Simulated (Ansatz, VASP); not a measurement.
One calculation of Mg5CdTe6, two programs

```
Mg Cd Te
1.0
     4.61981    0.00000    0.00000
     0.00000    4.61981    0.00000
     0.00000    0.00000   19.54747
Mg Cd Te
5 1 6
Direct
  0.00000 0.00000 0.66568
  0.50000 0.50000 0.83141
  0.50000 0.50000 0.16859
  0.00000 0.00000 0.33432
  0.50000 0.50000 0.50000
  0.00000 0.00000 0.00000
  0.50000 0.00000 0.74855
  0.00000 0.50000 0.91373
  0.50000 0.00000 0.08627
  0.00000 0.50000 0.25145
  0.50000 0.00000 0.41716
  0.00000 0.50000 0.58284
```

Alike in both runs: functional PBE; k mesh 6 × 6 × 2; occupations gaussian, width 0.02 eV; no spin polarisation.

Ansatz relaxed the structure, and its values are those at the end. VASP's run is a single point on that final structure, the one shown.

```csv
,VASP,Ansatz
version,VASP 6.6.1,Ansatz 0.2.0
potentials or method,"VASP PAW PBE potentials, release 64 (Mg, Cd, Te), cutoff 520 eV","scalar-relativistic, plane waves, PAW"
valence electrons in the cell,58,166
```

```csv
,VASP,Ansatz,Ansatz less VASP
gap on the k mesh at the Fermi level (eV),1.89,1.90,+0.007
least direct gap on the mesh (eV),1.89,1.90,+0.007
pressure (GPa),0.0,0.0,0.00
rms of the force components (eV/Å),0.004,0.000,-0.0040
```

VASP's potentials hold 58 valence electrons a cell and Ansatz's 166, so a difference there can come from the potentials and not from the codes.

Spin-orbit coupling is off throughout.
